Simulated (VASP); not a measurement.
A run of VASP 6.6.1:

Contents of INCAR:

```
PREC = Accurate ; ENCUT = 520
EDIFF = 1E-6 ; ISMEAR = 0
SIGMA = 0.05 ; LREAL = F
LASPH = T ; NELM = 80
ALGO = Normal ; ISIF = 2
LWAVE = F ; LCHARG = T
GGA = PS ; IVDW = 12
LELF = T ; LVHAR = T
NBANDS = 64
```

File KPOINTS:

```
regular mesh
0
Gamma
  6 6 6
```

Contents of POSCAR:

```
WS2
1.0
   -6.2407890192      0.0000000000      0.0000000000
   -3.1203945096      5.4046818303      0.0000000000
   -3.1203945096      1.8015606101     -5.8413921014
W S
4 8
Direct
    0.4993606434      0.9993606434      0.0019180698
    0.4993606434      0.4993606434      0.0019180698
    0.9993606434      0.9993606434      0.0019180698
    0.9993606434      0.4993606434      0.0019180698
    0.2554860797      0.7554860797      0.7335417609
    0.2554860797      0.2554860797      0.7335417609
    0.7554860797      0.7554860797      0.7335417609
    0.7554860797      0.2554860797      0.7335417609
    0.0764532769      0.5764532769      0.2706401693
    0.0764532769      0.0764532769      0.2706401693
    0.5764532769      0.5764532769      0.2706401693
    0.5764532769      0.0764532769      0.2706401693
```

Potentials or basis: VASP PAW PBE potentials, release 64 (W_sv, S).

Run with:

```sh
$ cat potpaw_PBE.64/W_sv/POTCAR potpaw_PBE.64/S/POTCAR > POTCAR
$ mpirun -np 1 vasp_std > vasp.out
```

Hardware: 1 thread of Intel(R) Xeon(R) Platinum 8259CL CPU @ 2.50GHz (Skylake/Cascade Lake), on a shared host.

Question: Estimate the wall time of this run.

Answer: Wall time 8.5 min on 1 thread of Intel(R) Xeon(R) Platinum 8259CL CPU @ 2.50GHz (Skylake/Cascade Lake), with other jobs on the host, peak memory 0.51 GiB. Counts: scf iterations 14, k points 32.
